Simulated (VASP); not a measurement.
# AlN (F-43m) in VASP: notebook

AlN is run at these levels: LDA; tasks: single point.

All numbers are computed with VASP 6.6.1; they aren't measurements. Logs are shortened: lines on timing, memory, paths and dates and some standing lists are left out, and cuts for length are marked.

## 1. The cell of the first run

Symmetry: F-43m, No. 216, cubic system. Conventional cell: a = 4.279 Å, b = 4.279 Å, c = 4.279 Å, α = 90.00°, β = 90.00°, γ = 90.00°. Within 2.5 Å of Al (site symmetry -43m) lie 4 N at 1.85 Å. N (site symmetry -43m) has 4 Al at 1.85 Å within 2.5 Å.

## 2. Single point, LDA

Contents of INCAR:

```
ALGO = Normal
EDIFF = 1E-6
ENCUT = 520
ISIF = 2
ISMEAR = 0
LASPH = True
LCHARG = False
LREAL = False
LWAVE = False
NBANDS = 11
NELM = 80
PREC = Accurate
SIGMA = 0.01
```

Contents of KPOINTS:

```
k-points
0
Gamma
  10 10 10
```

Contents of POSCAR:

```
AlN
1.0
    2.1397308237      2.1397308237      0.0000000000
   -2.1397308237      2.1397308237      0.0000000000
    0.0000000000      2.1397308237      2.1397308237
Al N
1 1
Direct
    0.0000000000      0.0000000000      0.0000000000
    0.2500000000      0.7500000000      0.5000000000
```

Potentials or basis: VASP PAW LDA potentials, release 64 (Al, N).

The run is started by

```
cat potpaw_LDA.64/Al/POTCAR potpaw_LDA.64/N/POTCAR > POTCAR
mpirun -np 1 vasp_std > vasp.out
```

OUTCAR:

```text
EDIFF = 1E-6
   ENCUT = 520
   ISIF = 2
   ISMEAR = 0
   LASPH = True
   LREAL = False
   NELM = 80
   PREC = Accurate

 ion  position               nearest neighbor table
   1  0.000  0.000  0.000-   2 1.85   2 1.85   2 1.85   2 1.85
   2  0.250  0.750  0.500-   1 1.85   1 1.85   1 1.85   1 1.85

  LATTYP: Found a face centered cubic cell.
 ALAT       =     4.2794616474

  Lattice vectors:

 A1 = (   0.0000000000,   2.1397308237,   2.1397308237)
 A2 = (   2.1397308237,   0.0000000000,   2.1397308237)
 A3 = (   2.1397308237,   2.1397308237,   0.0000000000)

Analysis of symmetry for initial positions (statically):
=====================================================================
 Subroutine PRICEL returns:
 Original cell was already a primitive cell.

 Routine SETGRP: Setting up the symmetry group for a
 face centered cubic supercell.

 Subroutine GETGRP returns: Found 24 space group operations
 (whereof 24 operations were pure point group operations)
 out of a pool of 48 trial point group operations.

The static configuration has the point symmetry T_d .

Analysis of symmetry for dynamics (positions and initial velocities):
=====================================================================
 Subroutine PRICEL returns:
 Original cell was already a primitive cell.

 Routine SETGRP: Setting up the symmetry group for a
 face centered cubic supercell.

 Subroutine GETGRP returns: Found 24 space group operations
 (whereof 24 operations were pure point group operations)
 out of a pool of 48 trial point group operations.

The dynamic configuration has the point symmetry T_d .

 Subroutine INISYM returns: Found 24 space group operations
 (whereof 24 operations are pure point group operations),
 and found     1 'primitive' translations

----------------------------------------------------------------------------------------

                                     Primitive cell

  volume of cell :      19.5933

  direct lattice vectors                    reciprocal lattice vectors
     2.139730824  2.139730824  0.000000000     0.233674252  0.233674252 -0.233674252
    -2.139730824  2.139730824  0.000000000    -0.233674252  0.233674252 -0.233674252
     0.000000000  2.139730824  2.139730824     0.000000000  0.000000000  0.467348504

  length of vectors
     3.026036351  3.026036351  3.026036351     0.404735677  0.404735677  0.467348504

  position of ions in fractional coordinates (direct lattice)
     0.000000000  0.000000000  0.000000000
     0.250000000  0.750000000  0.500000000

  ion indices of the primitive-cell ions
   primitive index   ion index
                 1           1
                 2           2

----------------------------------------------------------------------------------------

 KPOINTS: k-points

Automatic generation of k-mesh.
 Grid dimensions read from file:
 generate k-points for:   10   10   10

 Generating k-lattice:

  Cartesian coordinates                     Fractional coordinates (reciprocal lattice)
     0.023367425  0.023367425 -0.023367425     0.100000000  0.000000000  0.000000000
    -0.023367425  0.023367425 -0.023367425     0.000000000  0.100000000  0.000000000
     0.000000000  0.000000000  0.046734850     0.000000000  0.000000000  0.100000000

  Length of vectors
     0.040473568  0.040473568  0.046734850

  Shift w.r.t. Gamma in fractional coordinates (k-lattice)
     0.000000000  0.000000000  0.000000000

 Subroutine IBZKPT returns following result:
 ===========================================

 Found     47 irreducible k-points:

 Following reciprocal coordinates:
            Coordinates               Weight
  0.000000  0.000000  0.000000      1.000000
  0.100000  0.000000  0.000000      8.000000
  0.200000  0.000000  0.000000      8.000000
  0.300000  0.000000  0.000000      8.000000
  0.400000  0.000000  0.000000      8.000000
  0.500000  0.000000  0.000000      4.000000
[... 16 lines left out ...]
  0.300000  0.300000  0.000000     12.000000
  0.400000  0.300000  0.000000     24.000000
 [... further k-points ...]
   k-points           NKPTS =     47   k-points in BZ     NKDIM =     47   number of bands    NBANDS=     11
   number of dos      NEDOS =    301   number of ions     NIONS =      2
   total plane-waves  NPLWV =  13824
   dimension x,y,z NGX =    24 NGY =   24 NGZ =   24
   dimension x,y,z NGXF=    48 NGYF=   48 NGZF=   48
   ions per type =               1   1
   NGX,Y,Z   is equivalent  to a cutoff of  13.19, 13.19, 13.19 a.u.
   NGXF,Y,Z  is equivalent  to a cutoff of  26.37, 26.37, 26.37 a.u.
 SYSTEM =  unknown system
   PREC   = accura    normal or accurate (medium, high low for compatibility)
   ISTART =      0    job   : 0-new  1-cont  2-samecut
   ICHARG =      2    charge: 1-file 2-atom 10-const
   ISPIN  =      1    spin polarized calculation?
   LNONCOLLINEAR =      F non collinear calculations
   LSORBIT =      F    spin-orbit coupling
   LASPH  =      T    aspherical Exc in radial PAW
   ENCUT  =  520.0 eV  38.22 Ry    6.18 a.u.   5.63  5.63  5.63*2*pi/ulx,y,z
   NELM   =     80;   NELMIN=  2; NELMDL= -5     # of ELM steps
   EDIFF  = 0.1E-05   stopping-criterion for ELM
   LREAL  =      F    real-space projection
   EDIFFG = 0.1E-04   stopping-criterion for IOM
   NSW    =      0    number of steps for IOM
   IBRION =     -1    ionic relax: 0-MD 1-quasi-New 2-CG
   NFREE  =      0    steps in history (QN), initial steepest desc. (CG)
   ISIF   =      2    stress and relaxation
   ISYM   =      2    0-nonsym 1-usesym 2-fastsym
   POTIM  = 0.5000    time-step for ionic-motion
   TEBEG  =    0.0;   TEEND  =   0.0 temperature during run
   PSTRESS=    0.0 pullay stress
   NELECT =       8.0000    total number of electrons
   NUPDOWN=      -1.0000    fix difference up-down
   EMIN   =  10.00;   EMAX   =-10.00  energy-range for DOS
   EFERMI =   0.00;   METHOD = LEGACY
   ISMEAR =     0;   SIGMA  =   0.01  broadening in eV -4-tet -1-fermi 0-gaus
   EFERMI_NEDOS =   21; number of points for ismear=-14 and -15
   IALGO  =     38    algorithm
   IMIX   =      4    mixing-type and parameters
     AMIX     =   0.40;   BMIX     =  1.00
     AMIX_MAG =   1.60;   BMIX_MAG =  1.00
  volume/ion in A,a.u.               =       9.80        66.11
  Fermi-wavevector in a.u.,A,eV,Ry     =   1.214514  2.295098 20.069179  1.475043
  Thomas-Fermi vector in A             =   2.349931
   LORBIT       =      0    0 simple, 1 ext, 2 COOP (PROOUT), +10 PAW based schemes
   GGA     = CA    functional components
   LHFCALC =     F    Hartree Fock is set to
   AEXX    =    0.0000 exact exchange contribution
   IVDW    =     0    specifies the selected vdW correction
   LEPSILON=     F    determine dielectric tensor
   LRPA    =     F    only Hartree local field effects (RPA)
 non-spin polarized calculation
 Gauss-broadening in eV      SIGMA  =   0.01
  energy-cutoff  :      520.00
  volume of cell :       19.59
 maximum number of plane-waves:       544
   NGX = 11   NGY = 11   NGZ = 11

 number of electron       7.9999999 magnetization

 Free energy of the ion-electron system (eV)
  ---------------------------------------------------
  ext. energy  EPLUGINS =         0.00000000
  ---------------------------------------------------
  free energy    TOTEN  =       -16.34461143 eV

  energy without entropy =      -16.34461143  energy(sigma->0) =      -16.34461143

 E-fermi :   6.4173     XC(G=0): -11.5366

 val. band max:        6.3041504716   @ k =   0.0000   0.0000   0.0000
 cond. band min:       9.5517534624   @ k =   0.5000   0.5000   0.0000
 fundamental gap:      3.2476029907
 Fermi energy:         6.4173429664

 k-point     1 :       0.0000    0.0000    0.0000
  band No.  band energies     occupation
      1      -8.8861      2.00000
      2       6.3041      2.00000
      3       6.3042      2.00000
      4       6.3042      2.00000
      5      11.0978      0.00000
      6      19.2510      0.00000
      7      19.2510      0.00000
      8      19.2510      0.00000
      9      24.3187      0.00000
     10      24.3187      0.00000
     11      25.8276      0.00000

 k-point     2 :       0.1000    0.0000    0.0000
  band No.  band energies     occupation
      1      -8.7258      2.00000
      2       5.4962      2.00000
      3       6.2513      2.00000
      4       6.2513      2.00000
      5      11.7248      0.00000
      6      18.8667      0.00000
      7      19.3911      0.00000
      8      19.3911      0.00000
      9      23.0191      0.00000
     10      23.0191      0.00000
     11      25.0083      0.00000

 k-point     3 :       0.2000    0.0000    0.0000
  band No.  band energies     occupation
      1      -8.2668      2.00000
      2       3.8383      2.00000
      3       6.1197      2.00000
      4       6.1197      2.00000
      5      12.8106      0.00000
      6      18.0668      0.00000
      7      19.2762      0.00000
      8      19.2762      0.00000
      9      22.5046      0.00000
     10      22.5046      0.00000
     11      24.1624      0.00000

 k-point     4 :       0.3000    0.0000    0.0000
  band No.  band energies     occupation
      1      -7.5911      2.00000
      2       2.0928      2.00000
      3       5.9688      2.00000
      4       5.9688      2.00000
      5      13.6130      0.00000
      6      17.2908      0.00000
      7      18.5282      0.00000
      8      18.5282      0.00000
      9      23.6616      0.00000
     10      23.6616      0.00000
     11      24.0433      0.00000
[... 239 lines left out ...]
 k-point    22 :      -0.2000    0.2000    0.0000
  band No.  band energies     occupation
      1      -8.0632      2.00000
      2       4.0979      2.00000
      3       5.5692      2.00000
      4       5.5692      2.00000
      5      12.8207      0.00000
      6      17.4772      0.00000
      7      18.4252      0.00000
      8      20.3095      0.00000
      9      20.3095      0.00000
     10      25.5723      0.00000
     11      28.3306      0.00000

 k-point    23 :       0.3000    0.3000    0.0000
  band No.  band energies     occupation
      1      -6.2328      2.00000
      2       1.6017      2.00000
      3       2.8841      2.00000
      4       5.4089      2.00000
      5      13.1884      0.00000
      6      16.5347      0.00000
      7      19.0131      0.00000
      8      19.5429      0.00000
      9      24.1161      0.00000
     10      24.1364      0.00000
     11      30.3530      0.00000

 k-point    24 :       0.4000    0.3000    0.0000
  band No.  band energies     occupation
      1      -5.9902      2.00000
      2       1.5201      2.00000
      3       2.8027      2.00000
      4       5.0669      2.00000
      5      12.1551      0.00000
      6      16.7779      0.00000
      7      19.5406      0.00000
      8      20.2065      0.00000
      9      22.6217      0.00000
     10      26.0526      0.00000
     11      31.2411      0.00000

 [... further k-points ...]
[... 5 lines left out ...]
  --------------------------------------------------------------------------------------
  -------------------------------------------------------------------------------------
  Total        1.3217851      1.3217851      1.3217851      0.0000000      0.0000000     -0.0000000
  in kB      108.0846454    108.0846454    108.0846454      0.0000000      0.0000000     -0.0000000
  external PRESSURE =     108.0846454 kB  Pullay stress =       0.0000000 kB

 VOLUME and BASIS-vectors are now :
 -----------------------------------------------------------------------------
  energy-cutoff  :      520.00
  volume of cell :       19.59
      direct lattice vectors                 reciprocal lattice vectors
     2.139730824  2.139730824  0.000000000     0.233674252  0.233674252 -0.233674252
    -2.139730824  2.139730824  0.000000000    -0.233674252  0.233674252 -0.233674252
     0.000000000  2.139730824  2.139730824     0.000000000  0.000000000  0.467348504

 POSITION                                       TOTAL-FORCE (eV/Angst)
 -----------------------------------------------------------------------------------
      0.00000      0.00000      0.00000        -0.000000      0.000000      0.000000
     -1.06987      3.20960      1.06987         0.000000     -0.000000      0.000000
 -----------------------------------------------------------------------------------
    total drift:                                0.000000      0.000000      0.000000

  FREE ENERGIE OF THE ION-ELECTRON SYSTEM (eV)
  ---------------------------------------------------
  free  energy   TOTEN  =       -16.3446114318 eV

  energy  without entropy=      -16.3446114318  energy(sigma->0) =      -16.34461143
```

Run time: 3.9 s. Hardware: 1 thread of Intel Xeon Platinum 8488C (Sapphire Rapids), shared host; peak memory 0.12 GiB.

What came out:

| Quantity | Value |
| --- | --- |
| Free energy | -16.3446 eV |
| Pressure | 10.8 GPa |
| Band gap on the k mesh | 3.25 eV, indirect (least direct gap 4.79 eV) |

Levels at points of the mesh, in eV from the valence-band top:
```csv
k point,band 1,band 2,band 3,band 4,band 5,band 6,band 7,band 8,band 9
"(0.00, 0.00, 0.00)",-15.19,0.00,0.00,0.00,4.79,12.95,12.95,12.95,18.01
"(0.50, 0.00, 0.00)",-12.88,-6.17,-0.49,-0.49,7.83,10.19,11.35,11.35,18.57
"(0.50, 0.50, 0.00)",-12.16,-5.15,-1.86,-1.86,3.25,8.78,14.60,16.25,16.25
```

A k mesh can miss the band edges.

## 3. Single point, LDA

Contents of INCAR:

```
SYSTEM = AlN
PREC = Accurate ; ENCUT = 520
EDIFF = 1E-6 ; ISMEAR = 0
SIGMA = 0.01 ; LREAL = .FALSE.
LASPH = .TRUE. ; NELM = 80
ALGO = Normal ; ISIF = 2
LWAVE = .FALSE. ; LCHARG = .FALSE.
NBANDS = 11
```

Contents of KPOINTS:

```
Automatic mesh
0
G
  10 10 10
  0 0 0
```

POSCAR is that of step 2.

Potentials or basis: VASP PAW LDA potentials, release 64 (Al, N).

The run is started by

```
cat potpaw_LDA.64/Al/POTCAR potpaw_LDA.64/N/POTCAR > POTCAR
mpirun -np 1 vasp_std > vasp.out
```

Wall time 3.8 s (1 thread of Intel Xeon Platinum 8488C (Sapphire Rapids), shared host); peak memory 0.12 GiB.

Results (log left out):

- Free energy: -16.3446 eV
- Pressure: 10.8 GPa
- Band gap on the k mesh: 3.25 eV, indirect (least direct gap 4.79 eV)

Levels at points of the mesh, in eV from the valence-band top:
| k point | band 1 | band 2 | band 3 | band 4 | band 5 | band 6 | band 7 | band 8 | band 9 |
| --- | --- | --- | --- | --- | --- | --- | --- | --- | --- |
| (0.00, 0.00, 0.00) | -15.19 | 0.00 | 0.00 | 0.00 | 4.79 | 12.95 | 12.95 | 12.95 | 18.01 |
| (0.50, 0.00, 0.00) | -12.88 | -6.17 | -0.49 | -0.49 | 7.83 | 10.19 | 11.35 | 11.35 | 18.57 |
| (0.50, 0.50, 0.00) | -12.16 | -5.15 | -1.86 | -1.86 | 3.25 | 8.78 | 14.60 | 16.25 | 16.25 |

A k mesh can miss the band edges. Expect the measured gap to be larger: semilocal functionals such as LDA lack the derivative discontinuity.

## 4. Single point, LDA

This run uses another cell than the first one, of 9.61 Å³/atom, 0.981 times its volume.

Contents of INCAR:

```
  PREC = Accurate
  ENCUT = 520
  EDIFF = 1E-7
  ISMEAR = 0
  SIGMA = 0.01
  LREAL = False
  LASPH = True
  NELM = 60
  ALGO = Normal
  ISIF = 2
  LWAVE = False
  LCHARG = False
  GGA = CA
  NBANDS = 11
```

Contents of KPOINTS:

```
Automatic mesh
0
Gamma
  10 10 10
```

Contents of POSCAR:

```
AlN
1.0
    2.1258939623      2.1258939623      0.0000000000
   -2.1258939623      2.1258939623      0.0000000000
    0.0000000000      2.1258939623      2.1258939623
Al N
1 1
Direct
    0.0000000000      0.0000000000      0.0000000000
    0.2500000000      0.7500000000      0.5000000000
```

The run is started by

```
cat potpaw_LDA.64/Al/POTCAR potpaw_LDA.64/N/POTCAR > POTCAR
mpirun -np 1 vasp_std > vasp.out
```

Wall time 3.9 s (1 thread of Intel Xeon Platinum 8488C (Sapphire Rapids), shared host); peak memory 0.12 GiB.

The run converged. Its results:

| Item | Value |
| --- | --- |
| Free energy | -16.3130 eV |
| Pressure | 15.9 GPa |
| Band gap on the k mesh | 3.25 eV, indirect (least direct gap 4.98 eV) |

Levels at points of the mesh, in eV from the valence-band top:
```csv
k point,band 1,band 2,band 3,band 4,band 5,band 6,band 7,band 8
"(0.00, 0.00, 0.00)",-15.31,0.00,0.00,0.00,4.98,13.15,13.15,13.15
"(0.50, 0.00, 0.00)",-12.94,-6.26,-0.49,-0.49,8.01,10.32,11.47,11.47
"(0.50, 0.50, 0.00)",-12.20,-5.21,-1.88,-1.88,3.25,8.90,14.89,16.50
```

A k mesh can miss the band edges. A hybrid or GW would open this gap; LDA tends to underestimate it.

[end of part 1 of 2]
